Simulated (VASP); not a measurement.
A run of VASP 6.6.1:

The input INCAR:

```
SYSTEM = TiAl
PREC = Accurate
ENCUT = 520
EDIFF = 1E-7
ISMEAR = 0
SIGMA = 0.15
LREAL = .False.
LASPH = .True.
NELM = 60
ALGO = Fast
ISIF = 2
LWAVE = .False.
LCHARG = .False.
GGA = PS
NBANDS = 14
```

File KPOINTS:

```
regular mesh
0
Gamma
  20 20 20
  0 0 0
```

File POSCAR:

```
TiAl
1.0
    3.1564740774      0.0591838890      0.0000000000
    0.0591838890      3.1564740774      0.0000000000
    0.0000000000      0.0000000000      3.1564740774
Ti Al
1 1
Direct
    0.0000000000      0.0000000000      0.0000000000
    0.5000000000      0.5000000000      0.5000000000
```

Potentials or basis: VASP PAW PBE potentials, release 64 (Ti_sv, Al).

Run with:

```sh
$ cat potpaw_PBE.64/Ti_sv/POTCAR potpaw_PBE.64/Al/POTCAR > POTCAR
$ mpirun -np 1 vasp_std > vasp.out
```

Hardware: 1 thread of Intel Xeon 8259CL, with other jobs on the host.

Estimate the wall time of this run.

It took 20 min on 1 thread of Intel Xeon 8259CL, with other jobs on the host, peak memory 0.63 GiB. Counts: scf iterations 33, k points 1221.
